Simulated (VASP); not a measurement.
## Zn3SnO: relaxation of cell and atoms with PBEsol

Zn3SnO:

```
CELL_PARAMETERS angstrom
4.26267 0.00000 0.00000
0.00000 4.26267 0.00000
0.00000 0.00000 4.26267
ATOMIC_POSITIONS crystal
Zn 0.00000 0.50000 0.50000
Zn 0.50000 0.00000 0.50000
Zn 0.50000 0.50000 0.00000
Sn 0.00000 0.00000 0.00000
O 0.50000 0.50000 0.50000
```

```json
{
 "Program": "VASP 6.6.1",
 "Task": "relaxation of cell and atoms",
 "Functional": "PBEsol",
 "Potentials or basis": "VASP PAW PBE potentials, release 64 (Zn, Sn_d, O)",
 "Cutoff": "600 eV",
 "k mesh": "8 × 8 × 8",
 "Occupations": "gaussian, width 0.1 eV",
 "Spin": "no spin polarisation",
 "Dipole correction": "no",
 "Further INCAR settings": "ALGO = Normal; EDIFF = 1e-07; IBRION = 2; EDIFFG = -0.005; NSW = 100; ISIF = 3"
}
```

| Property | Result |
| --- | --- |
| Relaxed volume | 15.53 Å³/atom |
| Relaxed cell | a = 4.267 Å, b = 4.267 Å, c = 4.267 Å, α = 90.00°, β = 90.00°, γ = 90.00° |
| Space group after relaxing (to 0.1 Å) | Pm-3m (No. 221) |
| Energy gained by relaxing | 0.0 meV/atom |
| Ionic steps | 3 |
| Pressure after relaxing | 0.0 GPa |
| Band gap on the k mesh | zero (bands 28 and 29 overlap by 1.08 eV) |

Step by step:
```tsv
step	energy change (eV)	largest force (eV/Å)	pressure (GPa)	volume (Å³)
1	0.0000	0.0000	0.25	77.45
2	-0.0002	0.0000	-0.06	77.72
3	-0.0002	0.0000	0.00	77.67
```

Final structure:
```
Zn Sn O
1.0
     4.26661    0.00000    0.00000
     0.00000    4.26661    0.00000
     0.00000    0.00000    4.26661
Zn Sn O
3 1 1
Direct
  0.00000 0.50000 0.50000
  0.50000 0.00000 0.50000
  0.50000 0.50000 0.00000
  0.00000 0.00000 0.00000
  0.50000 0.50000 0.50000
```

Levels at points of the mesh, in eV from the Fermi level:
```csv
k point,band 26,band 27,band 28,band 29,band 30,band 31
"(0.00, 0.00, 0.00)",-0.47,-0.47,-0.47,-0.39,-0.39,0.51
"(0.50, 0.00, 0.00)",-4.05,-0.05,-0.05,0.60,2.29,2.42
"(0.50, 0.50, 0.00)",-2.34,-1.61,-1.61,1.74,2.42,3.07
"(0.50, 0.50, 0.50)",-3.89,-3.89,-3.89,1.29,1.29,1.29
```

Run time: 6 min on 1 thread of Intel Xeon 8259CL, with other jobs on the host, peak memory 0.28 GiB.

Caveat: the PAW data sets were made with another functional, which shifts forces and pressure a little; spin-orbit coupling is left out, which moves the levels of the heavy elements.
